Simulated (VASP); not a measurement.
Wanted: the native input for a VASP 6.6.1 run.

| Quantity | Value |
| --- | --- |
| Task | single point |
| Functional | PBE |
| Potentials or basis | VASP PAW PBE potentials, release 64 (Mg, S) |
| Cutoff | 520 eV |
| k mesh | 8 × 8 × 8 |
| Occupations | fermi-dirac, width 0.02 eV |
| Spin | no spin polarisation |
| Dipole correction | no |
| Further INCAR settings | ALGO = Normal; EDIFF = 1e-06; NBANDS = 11 |

The structure of MgS lies in POSCAR:

```
MgS
1.0
    0.0000000000      2.6280532208      2.5868243383
    2.6280532208      0.0000000000      2.5868243383
    2.6280532208      2.6280532208      0.0000000000
Mg S
1 1
Direct
    0.0000000000      0.0000000000      0.0000000000
    0.5000000000      0.5000000000      0.5000000000
```

This cell differs from its parent crystal: epitaxial xy strain +1.0%.

These files were run (other wordings do the same):

INCAR

```
SYSTEM = MgS
PREC = Accurate
ENCUT = 520
EDIFF = 1E-6
ISMEAR = -1
SIGMA = 0.02
LREAL = .False.
LASPH = .True.
NELM = 100
ALGO = Normal
ISIF = 2
LWAVE = .False.
LCHARG = .False.
GGA = PE
NBANDS = 11
```

KPOINTS

```
regular mesh
0
Gamma
  8 8 8
  0 0 0
```

Potentials or basis: VASP PAW PBE potentials, release 64 (Mg, S).

Command:

```bash
$ cat potpaw_PBE.64/Mg/POTCAR potpaw_PBE.64/S/POTCAR > POTCAR
$ mpirun -np 1 vasp_std > vasp.out
```

Results of the run:

| Property | Result |
| --- | --- |
| Pressure | -0.2 GPa |
| Band gap on the k mesh | 2.67 eV (least direct gap 3.57 eV) |

Caveat: the cell differs from its parent crystal (epitaxial xy strain +1.0%).

It took 19 s on 1 thread of Intel(R) Xeon(R) Platinum 8375C CPU @ 2.90GHz (Ice Lake), with other jobs on the host, peak memory 0.16 GiB.
